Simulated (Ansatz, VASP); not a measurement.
Ti3Al in VASP and in Ansatz

```
CELL_PARAMETERS angstrom
0.00000 3.14820 3.14820
3.14820 0.00000 3.14820
3.14820 3.14820 0.00000
ATOMIC_POSITIONS crystal
Ti 0.75000 0.75000 0.75000
Ti 0.25000 0.25000 0.25000
Ti 0.00000 0.00000 0.00000
Al 0.50000 0.50000 0.50000
```

Alike in both runs: functional LDA; k mesh 10 × 10 × 10; occupations gaussian, width 0.1 eV; no spin polarisation.

Ansatz relaxed the structure, and its values are those at the end. VASP's run is a single point on that final structure, the one shown.

```csv
,VASP,Ansatz
version,VASP 6.6.1,Ansatz 0.2.0
potentials or method,"VASP PAW LDA potentials, release 64 (Ti_sv, Al), cutoff 520 eV","scalar-relativistic, plane waves, PAW"
valence electrons in the cell,39,39
```

```csv
,VASP,Ansatz,Ansatz less VASP
gap on the k mesh at the Fermi level (eV),none,none,-
pressure (GPa),0.0,0.0,-0.04
```

Ansatz warns that its potentials were made for another functional, while VASP's fit it. LDA's correlation is that of Perdew and Zunger in VASP and of Perdew and Wang (1992) in Ansatz. A gap of «none» marks a metal or a gap that the smearing closes.
